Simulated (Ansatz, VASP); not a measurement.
# Cu: VASP beside Ansatz

```
Cu
1.0
     2.95106    0.00000    0.00000
     0.00000    2.95106    0.00000
     0.00000    0.00000    2.67634
Cu
2
Direct
  0.00000 0.00000 0.00000
  0.50000 0.50000 0.50000
```

Change from the starting cell: strain along c alone, the other axes held, atoms relaxed: -3.0 %.

Alike in both runs: task single point; functional PBE; k mesh 14 × 14 × 16; occupations gaussian, width 0.1 eV; no spin polarisation.

|  | VASP | Ansatz |
| --- | --- | --- |
| version | VASP 6.6.1 | Ansatz 0.2.0 |
| potentials or method | VASP PAW PBE potentials, release 64 (Cu_sv_GW), cutoff 700 eV | scalar-relativistic, plane waves, PAW |
| valence electrons in the cell | 38 | 38 |

```tsv
	VASP	Ansatz	Ansatz less VASP
gap on the k mesh at the Fermi level (eV)	none	none	-
pressure (GPa)	-0.5	4.6	+5.09
traceless stress, the component that is largest in VASP (GPa)	0.31	0.31	+0.003
```

A gap of «none» marks a metal or a gap that the smearing closes. One of these differences is far larger than is usual between the two programs; its cause wasn't traced.
